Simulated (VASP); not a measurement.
Set up this calculation in VASP 6.6.1, as the native input.

| Property | Result |
| --- | --- |
| Task | electric field gradients |
| Functional | PBE |
| Potentials or basis | VASP PAW PBE potentials, release 64 (Hg) |
| Cutoff | 520 eV |
| k mesh | 12 × 12 × 12 |
| Occupations | fermi-dirac, width 0.03 eV |
| Spin | no spin polarisation |
| Dipole correction | no |
| Further INCAR settings | ALGO = Normal; EDIFF = 1e-08; NBANDS = 12 |

The structure of Hg lies in POSCAR:

```
Hg
1.0
    1.7300004553      0.9988162286      2.2340000000
   -1.7300004553      0.9988162286      2.2340000000
    0.0000000000     -1.9976324571      2.2340000000
Hg
1
Direct
    0.0000000000      0.0000000000      0.0000000000
```

The input as run:

INCAR

```
PREC = Accurate ; ENCUT = 520
EDIFF = 1E-8 ; ISMEAR = -1
SIGMA = 0.03 ; LREAL = F
LASPH = T ; NELM = 100
ALGO = Normal ; ISIF = 2
LWAVE = F ; LCHARG = F
GGA = PE ; LEFG = T
NBANDS = 12
```

KPOINTS

```
Automatic mesh
0
Gamma
  12 12 12
```

Potentials or basis: VASP PAW PBE potentials, release 64 (Hg).

The run is started by

```bash
$ cat potpaw_PBE.64/Hg/POTCAR > POTCAR
$ mpirun -np 1 vasp_std > vasp.out
```

Results of the run:

| Quantity | Value |
| --- | --- |
| Pressure | 6.6 GPa |
| Band gap on the k mesh | zero (bands 6 and 7 overlap by 3.28 eV) |
| Largest electric field gradient by atom | Hg -146.6 V/Å² |

Caveat: the cell stands under pressure; without QUAD_EFG the Cq values of the log hold for a quadrupole moment of 1 mb, not for the nuclei; spin-orbit coupling is left out, which moves the levels of the heavy elements.

It took 18 s on 1 thread of Intel(R) Xeon(R) Platinum 8488C (Sapphire Rapids) (shared host), peak memory 0.18 GiB.
